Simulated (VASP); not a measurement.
Input of a VASP 6.6.1 run:

INCAR

```
SYSTEM = GdIn
ALGO = Normal
EDIFF = 1E-7
ENCUT = 520
GGA = PS
ISIF = 2
ISMEAR = -1
ISPIN = 2
LASPH = .TRUE.
LCHARG = .FALSE.
LMAXMIX = 6
LORBIT = 11
LREAL = .FALSE.
LWAVE = .FALSE.
MAGMOM = 7 0
NBANDS = 26
NELM = 150
PREC = Accurate
SIGMA = 0.05
```

KPOINTS

```
k-points
0
G
  6 6 6
  0 0 0
```

The input POSCAR:

```
GdIn
1.0
    3.4603481457     -0.0000009477      0.0000006614
   -0.0000009477      3.8879808504      0.0000003618
    0.0000006614      0.0000003618      3.8878863744
Gd In
1 1
Direct
   -0.0102090236     -0.0211942263     -0.0056479680
    0.4897913136      0.4788056663      0.4943521180
```

Potentials or basis: VASP PAW PBE potentials, release 64 (Gd, In_d).

Launch:

```sh
$ cat potpaw_PBE.64/Gd/POTCAR potpaw_PBE.64/In_d/POTCAR > POTCAR
$ mpirun -np 1 vasp_std > vasp.out
```

Question: Estimate the pressure.

Answer: 0.0 GPa.

Question: What does it give for the net moment?

Answer: 7.22 μB per cell.

Question: What does it give for the site moments?

Answer: Gd +6.86; In -0.04 μB.

Caveat: the PAW data sets were made with another functional, which shifts forces and pressure a little. The state reached can hang on the start; a lower one may exist.
